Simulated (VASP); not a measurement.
SiW3: single point with PBEsol

SiW3:

```
Si W
1.0
    -2.57720    2.57720    2.57720
     2.57720   -2.57720    2.57720
     2.57720    2.57720   -2.57720
Si W
1 3
Direct
  0.00000 0.00000 0.00000
  0.50000 0.50000 0.00000
  0.50000 0.00000 0.50000
  0.00000 0.50000 0.50000
```

| Item | Value |
| --- | --- |
| Program | VASP 6.6.1 |
| Task | single point |
| Functional | PBEsol |
| Potentials or basis | VASP PAW PBE potentials, release 64 (Si, W_sv) |
| Cutoff | 520 eV |
| k mesh | 12 × 12 × 12 |
| Occupations | gaussian, width 0.1 eV |
| Spin | no spin polarisation |
| Dipole correction | no |
| Further INCAR settings | ALGO = Fast; EDIFF = 1e-06; NBANDS = 31 |

```json
{
 "Pressure": "0.5 GPa",
 "Band gap on the k mesh": "zero (bands 23 and 24 overlap by 1.59 eV)"
}
```

Levels at points of the mesh, in eV from the Fermi level:
```csv
k point,band 21,band 22,band 23,band 24,band 25,band 26
"(0.00, 0.00, 0.00)",-0.30,-0.30,0.46,0.46,2.01,2.01
"(0.50, 0.00, 0.00)",-1.05,-0.44,-0.42,-0.34,-0.24,0.80
"(0.50, 0.50, 0.50)",-2.77,-2.77,0.02,0.02,1.17,1.17
```

Run time: 92 s on 1 thread of Intel(R) Xeon(R) 6975P-C (Granite Rapids), with other jobs on the host, peak memory 0.29 GiB.

Caveat: the PAW data sets were made with another functional, which shifts forces and pressure a little; spin-orbit coupling is left out, which moves the levels of the heavy elements.
